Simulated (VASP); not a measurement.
# KGe3Pb (Pm-3m) in VASP: a series of runs

The runs below take KGe3Pb through single point, with PBE.

Program: VASP 6.6.1. These are calculated values, not measurements. Logs are shortened: lines on timing, memory, paths and dates and some standing lists are left out, and cuts for length are marked.

## (1) The cell of the first run

Symmetry: Pm-3m, No. 221, cubic system. The conventional cell has a = 4.855 Å, b = 4.855 Å, c = 4.855 Å, α = 90.00°, β = 90.00°, γ = 90.00°. Within 4.5 Å of K (site symmetry m-3m) lie 12 Ge at 3.43 Å and 8 Pb at 4.20 Å. Ge (site symmetry 4/mmm) has 2 Pb at 2.43 Å within 3.2 Å. Within 3.2 Å of Pb (site symmetry m-3m) lie 6 Ge at 2.43 Å.

## (2) Single point, PBE

File INCAR:

```
PREC = Accurate ; ENCUT = 520
EDIFF = 1E-6 ; ISMEAR = 0
SIGMA = 0.1 ; LREAL = F
LASPH = T ; NELM = 100
ALGO = Normal ; ISIF = 2
LWAVE = F ; LCHARG = T
GGA = PE ; LELF = T
LVHAR = T ; NBANDS = 40
```

File KPOINTS:

```
Automatic mesh
0
Gamma
  4 4 4
```

File POSCAR:

```
KGe3Pb
1.0
    4.8548957704      0.0000000000      0.0000000000
    0.0000000000      4.8548957704      0.0000000000
    0.0000000000      0.0000000000      4.8548957704
K Ge Pb
1 3 1
Direct
    0.0000000000      0.0000000000      0.0000000000
    0.0000000000      0.5000000000      0.5000000000
    0.5000000000      0.0000000000      0.5000000000
    0.5000000000      0.5000000000      0.0000000000
    0.5000000000      0.5000000000      0.5000000000
```

Potentials or basis: VASP PAW PBE potentials, release 64 (K_sv, Ge_d, Pb_d).

Run with:

```sh
$ cat potpaw_PBE.64/K_sv/POTCAR potpaw_PBE.64/Ge_d/POTCAR potpaw_PBE.64/Pb_d/POTCAR > POTCAR
$ mpirun -np 1 vasp_std > vasp.out
```

OUTCAR:

```text
PREC = Accurate
   ENCUT = 520
   EDIFF = 1E-6
   ISMEAR = 0
   LREAL = F
   LASPH = T
   NELM = 100
   ISIF = 2
   GGA = PE

 ion  position               nearest neighbor table
   1  0.000  0.000  0.000-
   2  0.000  0.500  0.500-   5 2.43   5 2.43
   3  0.500  0.000  0.500-   5 2.43   5 2.43
   4  0.500  0.500  0.000-   5 2.43   5 2.43
   5  0.500  0.500  0.500-   2 2.43   3 2.43   4 2.43   4 2.43   3 2.43   2 2.43

  LATTYP: Found a simple cubic cell.
 ALAT       =     4.8548957704

  Lattice vectors:

 A1 = (   4.8548957704,   0.0000000000,   0.0000000000)
 A2 = (   0.0000000000,   4.8548957704,   0.0000000000)
 A3 = (   0.0000000000,   0.0000000000,   4.8548957704)

Analysis of symmetry for initial positions (statically):
=====================================================================
 Subroutine PRICEL returns:
 Original cell was already a primitive cell.

 Routine SETGRP: Setting up the symmetry group for a
 simple cubic supercell.

 Subroutine GETGRP returns: Found 48 space group operations
 (whereof 48 operations were pure point group operations)
 out of a pool of 48 trial point group operations.

The static configuration has the point symmetry O_h .

Analysis of symmetry for dynamics (positions and initial velocities):
=====================================================================
 Subroutine PRICEL returns:
 Original cell was already a primitive cell.

 Routine SETGRP: Setting up the symmetry group for a
 simple cubic supercell.

 Subroutine GETGRP returns: Found 48 space group operations
 (whereof 48 operations were pure point group operations)
 out of a pool of 48 trial point group operations.

The dynamic configuration has the point symmetry O_h .

 Subroutine INISYM returns: Found 48 space group operations
 (whereof 48 operations are pure point group operations),
 and found     1 'primitive' translations

----------------------------------------------------------------------------------------

                                     Primitive cell

  volume of cell :     114.4300

  direct lattice vectors                    reciprocal lattice vectors
     4.854895770  0.000000000  0.000000000     0.205977646  0.000000000  0.000000000
     0.000000000  4.854895770  0.000000000     0.000000000  0.205977646  0.000000000
     0.000000000  0.000000000  4.854895770     0.000000000  0.000000000  0.205977646

  length of vectors
     4.854895770  4.854895770  4.854895770     0.205977646  0.205977646  0.205977646

  position of ions in fractional coordinates (direct lattice)
     0.000000000  0.000000000  0.000000000
     0.000000000  0.500000000  0.500000000
     0.500000000  0.000000000  0.500000000
     0.500000000  0.500000000  0.000000000
     0.500000000  0.500000000  0.500000000

  ion indices of the primitive-cell ions
   primitive index   ion index
                 1           1
                 2           2
                 3           3
                 4           4
                 5           5

----------------------------------------------------------------------------------------

 KPOINTS: Automatic mesh

Automatic generation of k-mesh.
 Grid dimensions read from file:
 generate k-points for:    4    4    4

 Generating k-lattice:

  Cartesian coordinates                     Fractional coordinates (reciprocal lattice)
     0.051494411  0.000000000  0.000000000     0.250000000  0.000000000  0.000000000
     0.000000000  0.051494411  0.000000000     0.000000000  0.250000000  0.000000000
     0.000000000  0.000000000  0.051494411     0.000000000  0.000000000  0.250000000

  Length of vectors
     0.051494411  0.051494411  0.051494411

  Shift w.r.t. Gamma in fractional coordinates (k-lattice)
     0.000000000  0.000000000  0.000000000

 Subroutine IBZKPT returns following result:
 ===========================================

 Found     10 irreducible k-points:

 Following reciprocal coordinates:
            Coordinates               Weight
  0.000000  0.000000  0.000000      1.000000
  0.250000  0.000000  0.000000      6.000000
  0.500000  0.000000  0.000000      3.000000
  0.250000  0.250000  0.000000     12.000000
  0.500000  0.250000  0.000000     12.000000
  0.500000  0.500000  0.000000      3.000000
  0.250000  0.250000  0.250000      8.000000
  0.500000  0.250000  0.250000     12.000000
  0.500000  0.500000  0.250000      6.000000
  0.500000  0.500000  0.500000      1.000000
   k-points           NKPTS =     10   k-points in BZ     NKDIM =     10   number of bands    NBANDS=     40
   number of dos      NEDOS =    301   number of ions     NIONS =      5
   total plane-waves  NPLWV =  46656
   dimension x,y,z NGX =    36 NGY =   36 NGZ =   36
   dimension x,y,z NGXF=    72 NGYF=   72 NGZF=   72
   ions per type =               1   3   1
   NGX,Y,Z   is equivalent  to a cutoff of  12.33, 12.33, 12.33 a.u.
   NGXF,Y,Z  is equivalent  to a cutoff of  24.65, 24.65, 24.65 a.u.
 SYSTEM =  unknown system
   PREC   = accura    normal or accurate (medium, high low for compatibility)
   ISTART =      0    job   : 0-new  1-cont  2-samecut
   ICHARG =      2    charge: 1-file 2-atom 10-const
   ISPIN  =      1    spin polarized calculation?
   LNONCOLLINEAR =      F non collinear calculations
   LSORBIT =      F    spin-orbit coupling
   LASPH  =      T    aspherical Exc in radial PAW
   ENCUT  =  520.0 eV  38.22 Ry    6.18 a.u.   9.03  9.03  9.03*2*pi/ulx,y,z
   NELM   =    100;   NELMIN=  2; NELMDL= -5     # of ELM steps
   EDIFF  = 0.1E-05   stopping-criterion for ELM
   LREAL  =      F    real-space projection
   EDIFFG = 0.1E-04   stopping-criterion for IOM
   NSW    =      0    number of steps for IOM
   IBRION =     -1    ionic relax: 0-MD 1-quasi-New 2-CG
   NFREE  =      0    steps in history (QN), initial steepest desc. (CG)
   ISIF   =      2    stress and relaxation
   ISYM   =      2    0-nonsym 1-usesym 2-fastsym
   POTIM  = 0.5000    time-step for ionic-motion
   TEBEG  =    0.0;   TEEND  =   0.0 temperature during run
   PSTRESS=    0.0 pullay stress
   NELECT =      65.0000    total number of electrons
   NUPDOWN=      -1.0000    fix difference up-down
   EMIN   =  10.00;   EMAX   =-10.00  energy-range for DOS
   EFERMI =   0.00;   METHOD = LEGACY
   ISMEAR =     0;   SIGMA  =   0.10  broadening in eV -4-tet -1-fermi 0-gaus
   EFERMI_NEDOS =   21; number of points for ismear=-14 and -15
   IALGO  =     38    algorithm
   IMIX   =      4    mixing-type and parameters
     AMIX     =   0.40;   BMIX     =  1.00
     AMIX_MAG =   1.60;   BMIX_MAG =  1.00
  volume/ion in A,a.u.               =      22.89       154.44
  Fermi-wavevector in a.u.,A,eV,Ry     =   1.355812  2.562113 25.010574  1.838225
  Thomas-Fermi vector in A             =   2.482868
   LORBIT       =      0    0 simple, 1 ext, 2 COOP (PROOUT), +10 PAW based schemes
   GGA     = PE    functional components
   LHFCALC =     F    Hartree Fock is set to
   AEXX    =    0.0000 exact exchange contribution
   IVDW    =     0    specifies the selected vdW correction
   LEPSILON=     F    determine dielectric tensor
   LRPA    =     F    only Hartree local field effects (RPA)
 non-spin polarized calculation
 Gauss-broadening in eV      SIGMA  =   0.10
  energy-cutoff  :      520.00
  volume of cell :      114.43
 maximum number of plane-waves:      3112
   NGX = 19   NGY = 19   NGZ = 19

 number of electron      64.9999900 magnetization

 Free energy of the ion-electron system (eV)
  ---------------------------------------------------
  ext. energy  EPLUGINS =         0.00000000
  ---------------------------------------------------
  free energy    TOTEN  =       -10.83055802 eV

  energy without entropy =      -10.81049415  energy(sigma->0) =      -10.82052609

 E-fermi :   5.5982     XC(G=0): -10.1700

 val. band max:        5.5950548343   @ k =   0.2500   0.0000   0.0000
 cond. band min:       5.6434481857   @ k =   0.5000   0.2500   0.2500
 fundamental gap:      0.0483933513
 Fermi energy:         5.5981939331

 k-point     1 :       0.0000    0.0000    0.0000
  band No.  band energies     occupation
      1     -24.5667      2.00000
      2     -19.3655      2.00000
      3     -19.3655      2.00000
      4     -19.3610      2.00000
      5     -19.2381      2.00000
      6     -19.2381      2.00000
[... 32 lines left out ...]
     39       9.7904      0.00000
     40      10.1592      0.00000

 k-point     2 :       0.2500    0.0000    0.0000
  band No.  band energies     occupation
      1     -24.5660      2.00000
      2     -19.3654      2.00000
      3     -19.3626      2.00000
      4     -19.3315      2.00000
      5     -19.2379      2.00000
      6     -19.2270      2.00000
[... 32 lines left out ...]
     39      10.4623      0.00000
     40      11.5628      0.00000

 k-point     3 :       0.5000    0.0000    0.0000
  band No.  band energies     occupation
      1     -24.5652      2.00000
      2     -19.3654      2.00000
      3     -19.3626      2.00000
      4     -19.2988      2.00000
      5     -19.2377      2.00000
      6     -19.2068      2.00000
[... 32 lines left out ...]
     39      11.0257      0.00000
     40      11.7850      0.00000

 k-point     4 :       0.2500    0.2500    0.0000
  band No.  band energies     occupation
      1     -24.5653      2.00000
      2     -19.3640      2.00000
      3     -19.3326      2.00000
      4     -19.3309      2.00000
      5     -19.2282      2.00000
      6     -19.2256      2.00000
[... 32 lines left out ...]
     39      11.0672      0.00000
     40      11.7019      0.00000
[... 170 lines left out ...]
     39      10.6397      0.00000
     40      12.1004      0.00000

 k-point     9 :       0.5000    0.5000    0.2500
  band No.  band energies     occupation
      1     -24.5635      2.00000
      2     -19.3323      2.00000
      3     -19.3004      2.00000
      4     -19.3004      2.00000
      5     -19.2040      2.00000
      6     -19.2040      2.00000
[... 32 lines left out ...]
     39      10.2819      0.00000
     40      10.8195      0.00000

 k-point    10 :       0.5000    0.5000    0.5000
  band No.  band energies     occupation
      1     -24.5630      2.00000
      2     -19.3008      2.00000
      3     -19.3008      2.00000
      4     -19.3008      2.00000
      5     -19.2025      2.00000
      6     -19.2025      2.00000
[... 32 lines left out ...]
     39      10.1386      0.00000
     40      10.1386      0.00000

------------------------ aborting loop because EDIFF is reached ----------------------------------------

  FORCE on cell =-STRESS in cart. coord.  units (eV):
  Direction    XX          YY          ZZ          XY          YZ          ZX
  --------------------------------------------------------------------------------------
  -------------------------------------------------------------------------------------
  Total       21.6443396     21.6443396     21.6443396      0.0000000      0.0000000      0.0000000
  in kB      303.0506289    303.0506289    303.0506289      0.0000000      0.0000000      0.0000000
  external PRESSURE =     303.0506289 kB  Pullay stress =       0.0000000 kB

 VOLUME and BASIS-vectors are now :
 -----------------------------------------------------------------------------
  energy-cutoff  :      520.00
  volume of cell :      114.43
      direct lattice vectors                 reciprocal lattice vectors
     4.854895770  0.000000000  0.000000000     0.205977646  0.000000000  0.000000000
     0.000000000  4.854895770  0.000000000     0.000000000  0.205977646  0.000000000
     0.000000000  0.000000000  4.854895770     0.000000000  0.000000000  0.205977646

 POSITION                                       TOTAL-FORCE (eV/Angst)
 -----------------------------------------------------------------------------------
      0.00000      0.00000      0.00000         0.000000      0.000000      0.000000
      0.00000      2.42745      2.42745         0.000000      0.000000      0.000000
      2.42745      0.00000      2.42745         0.000000      0.000000      0.000000
      2.42745      2.42745      0.00000         0.000000      0.000000      0.000000
      2.42745      2.42745      2.42745         0.000000      0.000000      0.000000
 -----------------------------------------------------------------------------------
    total drift:                                0.000000      0.000000      0.000000

  FREE ENERGIE OF THE ION-ELECTRON SYSTEM (eV)
  ---------------------------------------------------
  free  energy   TOTEN  =       -10.8305580227 eV

  energy  without entropy=      -10.8104941483  energy(sigma->0) =      -10.82052609
```

Wall time 16 s (1 thread of Intel Xeon 6975P-C (Granite Rapids), shared host); peak memory 0.22 GiB.

Results:

| Item | Value |
| --- | --- |
| Free energy | -10.8306 eV |
| Pressure | 30.3 GPa |

Caveat: spin-orbit coupling is left out, which moves the levels of the heavy elements.

## (3) Single point, PBE

This run uses another cell than the first one, of 35.86 Å³/atom, 1.567 times its volume.

File INCAR:

```
PREC = Accurate
ENCUT = 520
EDIFF = 1E-6
ISMEAR = 0
SIGMA = 0.1
LREAL = False
LASPH = True
NELM = 100
ALGO = Normal
ISIF = 2
LWAVE = False
LCHARG = False
GGA = PE
NBANDS = 40
```

File KPOINTS:

```
regular mesh
0
Gamma
  4 4 4
```

Changes to POSCAR since step 2:

```diff
@@ -2,5 +2,5 @@
 1.0
-    4.8548957704      0.0000000000      0.0000000000
-    0.0000000000      4.8548957704      0.0000000000
-    0.0000000000      0.0000000000      4.8548957704
+    5.6387911294      0.0000000000      0.0000000000
+    0.0000000000      5.6387911294      0.0000000000
+    0.0000000000      0.0000000000      5.6387911294
 K Ge Pb
```

Potentials or basis: VASP PAW PBE potentials, release 64 (K_sv, Ge_d, Pb_d).

Run with:

```sh
$ cat potpaw_PBE.64/K_sv/POTCAR potpaw_PBE.64/Ge_d/POTCAR potpaw_PBE.64/Pb_d/POTCAR > POTCAR
$ mpirun -np 1 vasp_std > vasp.out
```

OUTCAR:

```text
PREC = Accurate
   ENCUT = 520
   EDIFF = 1E-6
   ISMEAR = 0
   LREAL = False
   LASPH = True
   NELM = 100
   ISIF = 2
   GGA = PE

 ion  position               nearest neighbor table
   1  0.000  0.000  0.000-
   2  0.000  0.500  0.500-   5 2.82   5 2.82
   3  0.500  0.000  0.500-   5 2.82   5 2.82
   4  0.500  0.500  0.000-   5 2.82   5 2.82
   5  0.500  0.500  0.500-   2 2.82   3 2.82   4 2.82   4 2.82   3 2.82   2 2.82

  LATTYP: Found a simple cubic cell.
 ALAT       =     5.6387911294

  Lattice vectors:

 A1 = (   5.6387911294,   0.0000000000,   0.0000000000)
 A2 = (   0.0000000000,   5.6387911294,   0.0000000000)
 A3 = (   0.0000000000,   0.0000000000,   5.6387911294)

Analysis of symmetry for initial positions (statically):
=====================================================================
 Subroutine PRICEL returns:
 Original cell was already a primitive cell.

 Routine SETGRP: Setting up the symmetry group for a
 simple cubic supercell.

 Subroutine GETGRP returns: Found 48 space group operations
 (whereof 48 operations were pure point group operations)
 out of a pool of 48 trial point group operations.

The static configuration has the point symmetry O_h .

Analysis of symmetry for dynamics (positions and initial velocities):
=====================================================================
 Subroutine PRICEL returns:
 Original cell was already a primitive cell.

 Routine SETGRP: Setting up the symmetry group for a
 simple cubic supercell.

 Subroutine GETGRP returns: Found 48 space group operations
 (whereof 48 operations were pure point group operations)
 out of a pool of 48 trial point group operations.

The dynamic configuration has the point symmetry O_h .

[... 104 lines left out ...]
   ISMEAR =     0;   SIGMA  =   0.10  broadening in eV -4-tet -1-fermi 0-gaus
   EFERMI_NEDOS =   21; number of points for ismear=-14 and -15
   IALGO  =     38    algorithm
   IMIX   =      4    mixing-type and parameters
     AMIX     =   0.40;   BMIX     =  1.00
     AMIX_MAG =   1.60;   BMIX_MAG =  1.00
  volume/ion in A,a.u.               =      35.86       241.98
  Fermi-wavevector in a.u.,A,eV,Ry     =   1.167329  2.205932 18.540074  1.362657
  Thomas-Fermi vector in A             =   2.303831
   LORBIT       =      0    0 simple, 1 ext, 2 COOP (PROOUT), +10 PAW based schemes
   GGA     = PE    functional components
   LHFCALC =     F    Hartree Fock is set to
   AEXX    =    0.0000 exact exchange contribution
   IVDW    =     0    specifies the selected vdW correction
   LEPSILON=     F    determine dielectric tensor
   LRPA    =     F    only Hartree local field effects (RPA)
 non-spin polarized calculation
 Gauss-broadening in eV      SIGMA  =   0.10
  energy-cutoff  :      520.00
  volume of cell :      179.29
 maximum number of plane-waves:      4842
 NGX is ok and might be reduce to    42
   NGX = 21   NGY = 21   NGZ = 21

 number of electron      64.9999909 magnetization

 Free energy of the ion-electron system (eV)
  ---------------------------------------------------
  ext. energy  EPLUGINS =         0.00000000
  ---------------------------------------------------
  free energy    TOTEN  =       -14.97760980 eV

  energy without entropy =      -14.95021090  energy(sigma->0) =      -14.96391035

 E-fermi :   2.2535     XC(G=0):  -8.2175

 val. band max:        2.2367538515   @ k =   0.2500   0.2500   0.2500
 cond. band min:       2.2686093482   @ k =   0.5000   0.0000   0.0000
 fundamental gap:      0.0318554967
 Fermi energy:         2.2534502823

 k-point     1 :       0.0000    0.0000    0.0000
  band No.  band energies     occupation
      1     -28.5243      2.00000
      2     -22.5218      2.00000
      3     -22.5180      2.00000
      4     -22.5180      2.00000
      5     -22.5087      2.00000
      6     -22.5087      2.00000
[... 419 lines left out ...]
     39       4.9150      0.00000
     40       4.9150      0.00000

------------------------ aborting loop because EDIFF is reached ----------------------------------------

  FORCE on cell =-STRESS in cart. coord.  units (eV):
  Direction    XX          YY          ZZ          XY          YZ          ZX
  --------------------------------------------------------------------------------------
  -------------------------------------------------------------------------------------
  Total        0.0273566      0.0273566      0.0273566     -0.0000000      0.0000000     -0.0000000
  in kB        0.2444637      0.2444637      0.2444637     -0.0000000      0.0000000     -0.0000000
  external PRESSURE =       0.2444637 kB  Pullay stress =       0.0000000 kB

 VOLUME and BASIS-vectors are now :
 -----------------------------------------------------------------------------
  energy-cutoff  :      520.00
  volume of cell :      179.29
      direct lattice vectors                 reciprocal lattice vectors
     5.638791129  0.000000000  0.000000000     0.177342976  0.000000000  0.000000000
     0.000000000  5.638791129  0.000000000     0.000000000  0.177342976  0.000000000
     0.000000000  0.000000000  5.638791129     0.000000000  0.000000000  0.177342976

 POSITION                                       TOTAL-FORCE (eV/Angst)
 -----------------------------------------------------------------------------------
      0.00000      0.00000      0.00000         0.000000      0.000000      0.000000
      0.00000      2.81940      2.81940         0.000000      0.000000      0.000000
      2.81940      0.00000      2.81940         0.000000      0.000000      0.000000
      2.81940      2.81940      0.00000         0.000000      0.000000      0.000000
      2.81940      2.81940      2.81940         0.000000      0.000000      0.000000
 -----------------------------------------------------------------------------------
    total drift:                                0.000000     -0.000000     -0.000000

  FREE ENERGIE OF THE ION-ELECTRON SYSTEM (eV)
  ---------------------------------------------------
  free  energy   TOTEN  =       -14.9776098041 eV

  energy  without entropy=      -14.9502108960  energy(sigma->0) =      -14.96391035
```

It took 30 s on 1 thread of Intel Xeon 6975P-C (Granite Rapids), shared host; peak memory 0.29 GiB.

What came out:

```yaml
Free_energy: -14.9776 eV
Pressure: 0.0 GPa
```

Levels at points of the mesh, in eV from the Fermi level:
```tsv
k point	band 29	band 30	band 31	band 32	band 33	band 34	band 35	band 36
(0.00, 0.00, 0.00)	-3.36	-3.36	-3.36	0.79	0.79	0.79	1.04	1.04
(0.50, 0.00, 0.00)	-3.11	-3.11	-0.88	-0.02	-0.02	0.02	0.88	0.88
(0.50, 0.50, 0.00)	-2.81	-1.92	-0.28	-0.28	-0.06	-0.06	1.63	2.16
(0.50, 0.50, 0.50)	-1.62	-1.62	-1.62	1.68	1.68	2.26	2.26	2.26
```

Caveat: spin-orbit coupling is left out, which moves the levels of the heavy elements.
